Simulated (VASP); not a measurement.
**Ta: single point with r2SCAN**

Crystal: Ta.

```
Ta
1.0
     2.95726    0.00000    0.00000
    -1.47863    2.56106    0.00000
     0.00000    0.00000    5.26760
Ta
2
Direct
  0.33333 0.66667 0.25000
  0.66667 0.33333 0.75000
```

This isn't the form of Ta at room conditions, which is bcc.

- Program: VASP 6.6.1
- Task: single point
- Functional: r2SCAN
- Potentials or basis: VASP PAW PBE potentials, release 64 (Ta_sv_GW)
- Cutoff: 550 eV
- k mesh: 11 × 11 × 5
- Occupations: fermi-dirac, width 0.05 eV
- Spin: no spin polarisation
- Dipole correction: no
- Further INCAR settings: ALGO = Normal; EDIFF = 1e-06; NBANDS = 20

```json
{
  "Pressure": "-14.0 GPa",
  "Band gap on the k mesh": "zero (bands 13 and 14 overlap by 1.38 eV)"
}
```

Stress tensor (GPa, compression positive):
```
-14.58   0.00   0.00
  0.00 -14.58   0.00
  0.00   0.00 -12.91
```

Levels at points of the mesh, in eV from the Fermi level:
```csv
k point,band 9,band 10,band 11,band 12,band 13,band 14,band 15,band 16,band 17,band 18
"(0.00, 0.00, 0.00)",-8.37,-4.94,-0.51,-0.50,0.70,0.70,1.23,1.23,3.07,3.07
```

Wall time 100 s on 1 thread of AMD EPYC 9R45 96-Core Processor (Zen 5), on a shared host, peak memory 0.16 GiB.

Caveat: the cell stands under tension; the PAW data sets were made with another functional, which shifts forces and pressure a little; spin-orbit coupling is left out, which moves the levels of the heavy elements.
